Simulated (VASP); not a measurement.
Wanted: the native input for a VASP 6.6.1 run.

```
Task                   : relaxation of cell and atoms
Functional             : PBE
Potentials or basis    : VASP PAW PBE potentials, release 64 (Mg, Se)
Cutoff                 : 600 eV
k mesh                 : 12 × 12 × 14
Occupations            : gaussian, width 0.1 eV
Spin                   : no spin polarisation
Dipole correction      : no
Further INCAR settings : ALGO = Normal; EDIFF = 1e-06; IBRION = 2; EDIFFG = -0.01; NSW = 100; ISIF = 3
```

The structure of MgSe3 lies in POSCAR:

```
MgSe3
1.0
    5.5069971606      0.0000000000      0.0000000000
   -2.7534985803      4.7691994396      0.0000000000
    0.0000000000      0.0000000000      3.5696864786
Mg Se
1 3
Direct
    0.0000000000      0.0000000000      0.0000000000
    0.5000000000      0.0000000000      0.5000000000
    0.0000000000      0.5000000000      0.5000000000
    0.5000000000      0.5000000000      0.5000000000
```

The cell was built from a structure type or drawn by symmetry, and may not be a known phase.

These files were run (other wordings do the same):

INCAR

```
PREC = Accurate ; ENCUT = 600
EDIFF = 1E-6 ; ISMEAR = 0
SIGMA = 0.1 ; LREAL = F
LASPH = T ; NELM = 60
ALGO = Normal ; ISIF = 3
LWAVE = F ; LCHARG = F
GGA = PE ; IBRION = 2
NSW = 100 ; EDIFFG = -0.01
```

KPOINTS

```
Automatic mesh
0
Gamma
  12 12 14
```

Potentials or basis: VASP PAW PBE potentials, release 64 (Mg, Se).

The run is started by

```console
$ cat potpaw_PBE.64/Mg/POTCAR potpaw_PBE.64/Se/POTCAR > POTCAR
$ mpirun -np 1 vasp_std > vasp.out
```

Results of the run:

| Item | Value |
| --- | --- |
| Relaxed volume | 23.40 Å³/atom |
| Relaxed cell | a = 5.493 Å, b = 5.493 Å, c = 3.582 Å, α = 90.00°, β = 90.00°, γ = 120.00° |
| Space group after relaxing (to 0.1 Å) | P6/mmm (No. 191) |
| Energy gained by relaxing | 0.2 meV/atom |
| Ionic steps | 5 |
| Pressure after relaxing | 0.0 GPa |
| Band gap on the k mesh | zero (bands 10 and 11 overlap by 2.73 eV) |

Run time: 7.5 min on 1 thread of Intel(R) Xeon(R) Platinum 8488C (Sapphire Rapids), on a shared host, peak memory 0.43 GiB.
